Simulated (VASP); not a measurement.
# Bi (Im-3m) in VASP: further runs

The runs below take Bi through single point, relaxation of cell and atoms, with PBEsol.

Everything below comes from runs of VASP 6.6.1. Logs are shortened: lines on timing, memory, paths and dates and some standing lists are left out, and cuts for length are marked.

**1. The cell of the first run**

The structure is cubic, space group Im-3m (No. 229). Conventional cell: a = 3.914 Å, b = 3.914 Å, c = 3.914 Å, α = 90.00°, β = 90.00°, γ = 90.00°. Bi (site symmetry m-3m) has 14 Bi at 3.39 to 3.91 Å within 4.5 Å.

**2. Single point, PBEsol**

The input, INCAR:

```
SYSTEM = Bi
PREC = Accurate ; ENCUT = 520
EDIFF = 1E-7 ; ISMEAR = -1
SIGMA = 0.1 ; LREAL = .False.
LASPH = .True. ; NELM = 100
ALGO = Normal ; ISIF = 2
LWAVE = .False. ; LCHARG = .False.
GGA = PS ; NBANDS = 14
```

The input, KPOINTS:

```
Automatic mesh
0
Gamma
  16 16 16
  0 0 0
```

The input, POSCAR:

```
Bi
1.0
   -1.9568224042      1.9568224042      1.9568224042
    1.9568224042     -1.9568224042      1.9568224042
    1.9568224042      1.9568224042     -1.9568224042
Bi
1
Direct
    0.0000000000      0.0000000000      0.0000000000
```

Potentials or basis: VASP PAW PBE potentials, release 64 (Bi_d).

The run is started by

```bash
> cat potpaw_PBE.64/Bi_d/POTCAR > POTCAR
> mpirun -np 1 vasp_std > vasp.out
```

OUTCAR:

```text
SYSTEM = Bi
   PREC = Accurate
   ENCUT = 520
   EDIFF = 1E-7
   ISMEAR = -1
   LREAL = .False.
   LASPH = .True.
   NELM = 100
   ISIF = 2
   GGA = PS

 ion  position               nearest neighbor table
   1  0.000  0.000  0.000-

  LATTYP: Found a body centered cubic cell.
 ALAT       =     3.9136448084

  Lattice vectors:

 A1 = (  -1.9568224042,   1.9568224042,   1.9568224042)
 A2 = (   1.9568224042,  -1.9568224042,   1.9568224042)
 A3 = (   1.9568224042,   1.9568224042,  -1.9568224042)

Analysis of symmetry for initial positions (statically):
=====================================================================
 Subroutine PRICEL returns:
 Original cell was already a primitive cell.

 Routine SETGRP: Setting up the symmetry group for a
 body centered cubic supercell.

 Subroutine GETGRP returns: Found 48 space group operations
 (whereof 48 operations were pure point group operations)
 out of a pool of 48 trial point group operations.

The static configuration has the point symmetry O_h .

Analysis of symmetry for dynamics (positions and initial velocities):
=====================================================================
 Subroutine PRICEL returns:
 Original cell was already a primitive cell.

 Routine SETGRP: Setting up the symmetry group for a
 body centered cubic supercell.

 Subroutine GETGRP returns: Found 48 space group operations
 (whereof 48 operations were pure point group operations)
 out of a pool of 48 trial point group operations.

The dynamic configuration has the point symmetry O_h .

 Subroutine INISYM returns: Found 48 space group operations
 (whereof 48 operations are pure point group operations),
 and found     1 'primitive' translations

----------------------------------------------------------------------------------------

                                     Primitive cell

  volume of cell :      29.9719

  direct lattice vectors                    reciprocal lattice vectors
    -1.956822404  1.956822404  1.956822404     0.000000000  0.255516290  0.255516290
     1.956822404 -1.956822404  1.956822404     0.255516290  0.000000000  0.255516290
     1.956822404  1.956822404 -1.956822404     0.255516290  0.255516290  0.000000000

  length of vectors
     3.389315825  3.389315825  3.389315825     0.361354602  0.361354602  0.361354602

  position of ions in fractional coordinates (direct lattice)
     0.000000000  0.000000000  0.000000000

  ion indices of the primitive-cell ions
   primitive index   ion index
                 1           1

----------------------------------------------------------------------------------------

 KPOINTS: Automatic mesh

Automatic generation of k-mesh.
 Grid dimensions read from file:
 generate k-points for:   16   16   16

 Generating k-lattice:

  Cartesian coordinates                     Fractional coordinates (reciprocal lattice)
     0.000000000  0.015969768  0.015969768     0.062500000  0.000000000  0.000000000
     0.015969768  0.000000000  0.015969768     0.000000000  0.062500000  0.000000000
     0.015969768  0.015969768  0.000000000     0.000000000  0.000000000  0.062500000

  Length of vectors
     0.022584663  0.022584663  0.022584663

  Shift w.r.t. Gamma in fractional coordinates (k-lattice)
     0.000000000  0.000000000  0.000000000

 Subroutine IBZKPT returns following result:
 ===========================================

 Found    145 irreducible k-points:

 Following reciprocal coordinates:
            Coordinates               Weight
  0.000000  0.000000  0.000000      1.000000
  0.062500  0.000000  0.000000     12.000000
  0.125000  0.000000  0.000000     12.000000
  0.187500  0.000000  0.000000     12.000000
  0.250000  0.000000  0.000000     12.000000
  0.312500  0.000000  0.000000     12.000000
[... 16 lines left out ...]
  0.187500  0.187500  0.000000     24.000000
  0.250000  0.187500  0.000000     48.000000
 [... further k-points ...]
   k-points           NKPTS =    145   k-points in BZ     NKDIM =    145   number of bands    NBANDS=     14
   number of dos      NEDOS =    301   number of ions     NIONS =      1
   total plane-waves  NPLWV =  21952
   dimension x,y,z NGX =    28 NGY =   28 NGZ =   28
   dimension x,y,z NGXF=    56 NGYF=   56 NGZF=   56
   ions per type =               1
   NGX,Y,Z   is equivalent  to a cutoff of  13.73, 13.73, 13.73 a.u.
   NGXF,Y,Z  is equivalent  to a cutoff of  27.47, 27.47, 27.47 a.u.
 SYSTEM =  Bi
   PREC   = accura    normal or accurate (medium, high low for compatibility)
   ISTART =      0    job   : 0-new  1-cont  2-samecut
   ICHARG =      2    charge: 1-file 2-atom 10-const
   ISPIN  =      1    spin polarized calculation?
   LNONCOLLINEAR =      F non collinear calculations
   LSORBIT =      F    spin-orbit coupling
   LASPH  =      T    aspherical Exc in radial PAW
   ENCUT  =  520.0 eV  38.22 Ry    6.18 a.u.   6.30  6.30  6.30*2*pi/ulx,y,z
   NELM   =    100;   NELMIN=  2; NELMDL= -5     # of ELM steps
   EDIFF  = 0.1E-06   stopping-criterion for ELM
   LREAL  =      F    real-space projection
   EDIFFG = 0.1E-05   stopping-criterion for IOM
   NSW    =      0    number of steps for IOM
   IBRION =     -1    ionic relax: 0-MD 1-quasi-New 2-CG
   NFREE  =      0    steps in history (QN), initial steepest desc. (CG)
   ISIF   =      2    stress and relaxation
   ISYM   =      2    0-nonsym 1-usesym 2-fastsym
   POTIM  = 0.5000    time-step for ionic-motion
   TEBEG  =    0.0;   TEEND  =   0.0 temperature during run
   PSTRESS=    0.0 pullay stress
   NELECT =      15.0000    total number of electrons
   NUPDOWN=      -1.0000    fix difference up-down
   EMIN   =  10.00;   EMAX   =-10.00  energy-range for DOS
   EFERMI =   0.00;   METHOD = LEGACY
   ISMEAR =    -1;   SIGMA  =   0.10  broadening in eV -4-tet -1-fermi 0-gaus
   EFERMI_NEDOS =   21; number of points for ismear=-14 and -15
   IALGO  =     38    algorithm
   IMIX   =      4    mixing-type and parameters
     AMIX     =   0.40;   BMIX     =  1.00
     AMIX_MAG =   1.60;   BMIX_MAG =  1.00
  volume/ion in A,a.u.               =      29.97       202.26
  Fermi-wavevector in a.u.,A,eV,Ry     =   1.299772  2.456213 22.985781  1.689407
  Thomas-Fermi vector in A             =   2.431014
   LORBIT       =      0    0 simple, 1 ext, 2 COOP (PROOUT), +10 PAW based schemes
   GGA     = PS    functional components
   LHFCALC =     F    Hartree Fock is set to
   AEXX    =    0.0000 exact exchange contribution
   IVDW    =     0    specifies the selected vdW correction
   LEPSILON=     F    determine dielectric tensor
   LRPA    =     F    only Hartree local field effects (RPA)
 non-spin polarized calculation
  energy-cutoff  :      520.00
  volume of cell :       29.97
 maximum number of plane-waves:       820
 NGX is ok and might be reduce to    28
   NGX = 13   NGY = 13   NGZ = 13

 number of electron      15.0000000 magnetization

 Free energy of the ion-electron system (eV)
  ---------------------------------------------------
  ext. energy  EPLUGINS =         0.00000000
  ---------------------------------------------------
  free energy    TOTEN  =        -4.22938428 eV

  energy without entropy =       -4.20750595  energy(sigma->0) =       -4.21844511

 E-fermi :   8.2105     XC(G=0): -10.6198

 val. band max:        8.1748159313   @ k =  -0.4375   0.5000   0.1250
 cond. band min:       8.2198579597   @ k =   0.3125   0.1250   0.0625
 fundamental gap:      0.0450420283
 Fermi energy:         8.2104512074

 k-point     1 :       0.0000    0.0000    0.0000
  band No.  band energies     occupation
      1     -14.7590      2.00000
      2     -14.7590      2.00000
      3     -14.7590      2.00000
      4     -14.6119      2.00000
      5     -14.6119      2.00000
      6      -5.5775      2.00000
      7      13.6140      0.00000
      8      13.6140      0.00000
      9      13.6140      0.00000
     10      17.8174      0.00000
     11      18.7060      0.00000
     12      18.7060      0.00000
     13      18.7060      0.00000
     14      20.1584      0.00000

 k-point     2 :       0.0625    0.0000    0.0000
  band No.  band energies     occupation
      1     -14.7607      2.00000
      2     -14.7560      2.00000
      3     -14.7500      2.00000
      4     -14.6140      2.00000
      5     -14.6122      2.00000
      6      -5.5028      2.00000
      7      12.7918      0.00000
      8      13.3732      0.00000
      9      13.5410      0.00000
     10      17.9020      0.00000
     11      18.3320      0.00000
     12      18.5065      0.00000
     13      18.5865      0.00000
     14      20.4893      0.00000

 k-point     3 :       0.1250    0.0000    0.0000
  band No.  band energies     occupation
      1     -14.7657      2.00000
      2     -14.7481      2.00000
      3     -14.7245      2.00000
      4     -14.6195      2.00000
      5     -14.6132      2.00000
      6      -5.2798      2.00000
      7      11.1238      0.00000
      8      12.7794      0.00000
      9      13.3287      0.00000
     10      16.9115      0.00000
     11      17.7251      0.00000
     12      18.4540      0.00000
     13      19.5083      0.00000
     14      21.3109      0.00000
[... 324 lines left out ...]
 k-point    23 :       0.1875    0.1875    0.0000
  band No.  band energies     occupation
      1     -14.7714      2.00000
      2     -14.7242      2.00000
      3     -14.6373      2.00000
      4     -14.6236      2.00000
      5     -14.5956      2.00000
      6      -3.6712      2.00000
      7       6.2182      2.00000
      8       8.9906      0.00082
      9      11.5726      0.00000
     10      16.4581      0.00000
     11      17.3272      0.00000
     12      19.9292      0.00000
     13      21.1681      0.00000
     14      22.7860      0.00000

 k-point    24 :       0.2500    0.1875    0.0000
  band No.  band energies     occupation
      1     -14.7739      2.00000
      2     -14.7139      2.00000
      3     -14.6349      2.00000
      4     -14.6269      2.00000
      5     -14.5725      2.00000
      6      -3.0691      2.00000
      7       5.1488      2.00000
      8       8.0747      1.59074
      9      11.2261      0.00000
     10      16.3139      0.00000
     11      17.7416      0.00000
     12      20.0630      0.00000
     13      22.2769      0.00000
     14      22.5695      0.00000

 [... further k-points ...]
[... 5 lines left out ...]
  --------------------------------------------------------------------------------------
  -------------------------------------------------------------------------------------
  Total        0.0007630      0.0007630      0.0007630     -0.0000000      0.0000000      0.0000000
  in kB        0.0407846      0.0407846      0.0407846     -0.0000000      0.0000000      0.0000000
  external PRESSURE =       0.0407846 kB  Pullay stress =       0.0000000 kB

 VOLUME and BASIS-vectors are now :
 -----------------------------------------------------------------------------
  energy-cutoff  :      520.00
  volume of cell :       29.97
      direct lattice vectors                 reciprocal lattice vectors
    -1.956822404  1.956822404  1.956822404     0.000000000  0.255516290  0.255516290
     1.956822404 -1.956822404  1.956822404     0.255516290  0.000000000  0.255516290
     1.956822404  1.956822404 -1.956822404     0.255516290  0.255516290  0.000000000

 POSITION                                       TOTAL-FORCE (eV/Angst)
 -----------------------------------------------------------------------------------
      0.00000      0.00000      0.00000         0.000000      0.000000      0.000000
 -----------------------------------------------------------------------------------
    total drift:                                0.000000      0.000000      0.000000

  FREE ENERGIE OF THE ION-ELECTRON SYSTEM (eV)
  ---------------------------------------------------
  free  energy   TOTEN  =        -4.2293842777 eV

  energy  without entropy=       -4.2075059487  energy(sigma->0) =       -4.21844511
```

Run time: 43 s. Hardware: 1 thread of AMD EPYC 7R43 (Zen 3), shared host; peak memory 0.16 GiB.

What came out:

- Free energy: -4.2294 eV
- Pressure: 0.0 GPa

Caveat: the PAW data sets were made with another functional, which shifts forces and pressure a little; spin-orbit coupling is left out, which moves the levels of the heavy elements.

(Part 1 of 2 ends here.)
